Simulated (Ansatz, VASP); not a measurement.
One calculation of NaCl, two programs

```xyz
2
Lattice="2.8016 0.0000 0.0000 0.0000 2.8016 0.0000 0.0000 0.0000 2.8016" Properties=species:S:1:pos:R:3 pbc="T T T"
Na    0.0000    0.0000    0.0000
Cl    1.4008    1.4008    1.4008
```

Change from the starting cell: volume scaled by 0.94.

Alike in both runs: task single point; functional PBEsol; k mesh 8 × 8 × 8; occupations fermi-dirac, width 0.02 eV; no spin polarisation.

|  | VASP | Ansatz |
| --- | --- | --- |
| version | VASP 6.6.1 | Ansatz 0.2.0 |
| potentials or method | VASP PAW PBE potentials, release 64 (Na_pv, Cl), cutoff 520 eV | all-electron LAPW, scalar-relativistic |

```tsv
	VASP	Ansatz	Ansatz less VASP
gap on the k mesh at the Fermi level (eV)	3.93	3.88	-0.056
pressure (GPa)	77.0	76.1	-0.89
```

VASP's potentials were made for PBE, not for PBEsol. Both programs put the cell under a high pressure, so it lies far from rest at this level. Ansatz ran all-electron here, and VASP with PAW potentials.

Noted on VASP's run: the cell as given lies far from equilibrium.
